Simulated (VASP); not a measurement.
LiCaF3, 10 atoms in the cell. Symmetry: P4/mbm, No. 127, tetragonal system. Conventional cell: a = 5.401 Å, b = 5.401 Å, c = 3.805 Å, α = 90.00°, β = 90.00°, γ = 90.00°. Li (site symmetry 4/m) has 6 F at 1.90 to 1.99 Å within 2.5 Å. Ca (site symmetry mmm) has 12 F at 2.34 to 3.11 Å and 8 Li at 3.30 Å within 3.4 Å. F (site symmetry m2m) has 2 Li at 1.99 Å and 2 Ca at 2.34 Å within 2.6 Å. F (site symmetry 4/m) has 2 Li at 1.90 Å within 2.5 Å. 

| Item | Value |
| --- | --- |
| Program | VASP 6.6.1 |
| Task | relaxation of cell and atoms |
| Functional | PBE |
| Potentials or basis | VASP PAW PBE potentials, release 64 (Li_sv, Ca_sv, F) |
| Cutoff | 600 eV |
| k mesh | 4 × 4 × 6 |
| Occupations | gaussian, width 0.02 eV |
| Spin | no spin polarisation |
| Dipole correction | no |
| Further INCAR settings | ALGO = Normal; EDIFF = 1e-07; IBRION = 2; EDIFFG = -0.01; NSW = 100; ISIF = 3 |

Potentials or basis: VASP PAW PBE potentials, release 64 (Li_sv, Ca_sv, F).

Run with:

```bash
$ cat potpaw_PBE.64/Li_sv/POTCAR potpaw_PBE.64/Ca_sv/POTCAR potpaw_PBE.64/F/POTCAR > POTCAR
$ mpirun -np 1 vasp_std > vasp.out
```

Hardware: 1 thread of Oxide Virtual Turin-like Processor, on a shared host.

Q: Estimate the wall time of this run.

A: Run time: 10 min on 1 thread of Oxide Virtual Turin-like Processor, on a shared host, peak memory 0.29 GiB. Counts: scf iterations 47, k points 24, ion steps 5.
